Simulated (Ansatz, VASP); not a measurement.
## TePb: VASP beside Ansatz

The input POSCAR:

```
TePb
1.0
    0.0000000000      3.2270000000      3.2270000000
    3.2270000000      0.0000000000      3.2270000000
    3.2270000000      3.2270000000      0.0000000000
Te Pb
1 1
Direct
    0.5219122027      0.5000000000      0.5000000000
    0.0000000000      0.0000000000      0.0000000000
```

Contents of INCAR.step1:

```
ALGO = Normal
EDIFF = 1E-4
ENCUT = 520
GGA = PE
ISMEAR = 0
LASPH = True
LCHARG = False
LREAL = False
LWAVE = True
NBANDS = 17
NELM = 60
PREC = Accurate
SIGMA = 0.05
```

Contents of INCAR.step2:

```
ALGO = Normal
EDIFF = 1E-6
ENCUT = 520
ISIF = 2
ISMEAR = 0
ISTART = 1
LASPH = True
LCHARG = True
LELF = True
LMIXTAU = True
LREAL = False
LVHAR = True
LWAVE = False
METAGGA = R2SCAN
NBANDS = 17
NELM = 60
PREC = Accurate
SIGMA = 0.05
```

The input KPOINTS:

```
k-points
0
Gamma
  8 8 8
```

Input for Ansatz:

```yaml
crystal:
  lattice:
    - [0.0, 3.227, 3.227]
    - [3.227, 0.0, 3.227]
    - [3.227, 3.227, 0.0]
  atoms:
    - { symbol: Te, position: [0.5219122027, 0.5, 0.5] }
    - { symbol: Pb, position: [0.0, 0.0, 0.0] }
basis:
  ecutwfc: 500
kpoints:
  mp_grid: { grid: [8, 8, 8] }
hamiltonian:
  xc: r2scan
scf:
  occupations: { method: gaussian, width: 0.05 }
output:
  forces: true
  stress: true
  eigenvalues: true
```

Change from the starting cell: all Te atoms moved -0.100 Å, as atom 1 towards its neighbour atom 1 (Te) at 4.564 Å.

Alike in both runs: task single point; functional r2SCAN; k mesh 8 × 8 × 8; occupations gaussian, width 0.05 eV; no spin polarisation.

|  | VASP | Ansatz |
| --- | --- | --- |
| version | VASP 6.6.1 | Ansatz 0.2.0 |
| potentials or method | VASP PAW PBE potentials, release 64 (Te, Pb_d), cutoff 520 eV | scalar-relativistic, plane waves, PAW |
| valence electrons in the cell | 20 | 30 |

Ansatz gave:

| Item | Value |
| --- | --- |
| gap on the k mesh at the Fermi level (eV) | 1.03 |
| least direct gap on the mesh (eV) | 1.03 |
| pressure (GPa) | 1.8 |
| traceless stress, the component that is largest in VASP (GPa) | -0.13 |
| rms of the force components (eV/Å) | 0.033 |

Question: What did VASP give for the same quantities?

Answer: gap on the k mesh at the Fermi level (eV): 1.03; least direct gap on the mesh (eV): 1.03; pressure (GPa): 1.8; traceless stress, the component that is largest in VASP (GPa): -0.13; rms of the force components (eV/Å): 0.035.

VASP's potentials were made for PBE, not for r2SCAN. Atom by atom the forces differ by 0.002 eV/Å (rms over components). VASP's potentials hold 20 valence electrons a cell and Ansatz's 30, so a difference there can come from the potentials and not from the codes.

Spin-orbit coupling is off throughout.
